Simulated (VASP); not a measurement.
Write the native input for VASP 6.6.1 that does the following.

* Task: single point
* Functional: PBE
* Dispersion: D3(BJ)
* Potentials or basis: VASP PAW PBE potentials, release 64 (I, Ag)
* Cutoff: 400 eV
* k mesh: 8 × 8 × 1
* Occupations: gaussian, width 0.05 eV
* Spin: no spin polarisation
* Dipole correction: yes
* Further INCAR settings: ALGO = Normal; EDIFF = 1e-06; NBANDS = 26; NELMDL = -8

The structure of AgI lies in POSCAR:

```
AgI
1.0
    4.3207921236      0.0000000000      0.0000000000
    0.0000000000      4.3207921236      0.0000000000
    0.0000000000      0.0000000000     21.7105690170
I Ag
2 2
Direct
    0.0000000000      0.5000000000      0.4109219180
    0.5000000000      0.0000000000      0.5890780623
    0.0000000000      0.0000000000      0.5000000099
    0.5000000000      0.5000000000      0.5000000099
```

One way to write it, as run:

INCAR

```
PREC = Accurate
ENCUT = 400
EDIFF = 1E-6
ISMEAR = 0
SIGMA = 0.05
LREAL = False
LASPH = True
NELM = 120
ALGO = Normal
ISIF = 2
LWAVE = False
LCHARG = True
LDIPOL = True
IDIPOL = 3
DIPOL = 0.5 0.5 0.500
GGA = PE
IVDW = 12
LELF = True
LVHAR = True
LVACPOTAV = True
NBANDS = 26
GGA_COMPAT = False
NELMDL = -8
```

KPOINTS

```
Automatic mesh
0
Gamma
  8 8 1
```

Potentials or basis: VASP PAW PBE potentials, release 64 (I, Ag).

The run is started by

```sh
$ cat potpaw_PBE.64/I/POTCAR potpaw_PBE.64/Ag/POTCAR > POTCAR
$ mpirun -np 1 vasp_std > vasp.out
```

Results of the run:

The largest force is 0.010 eV/Å, the band gap on the k mesh is 2.06 eV and the dispersion energy per atom is -0.267 eV.

Caveat: spin-orbit coupling is left out, which moves the levels of the heavy elements.

Wall time 3.1 min on 1 thread of Intel(R) Xeon(R) Platinum 8488C (Sapphire Rapids) (shared host), peak memory 0.38 GiB.
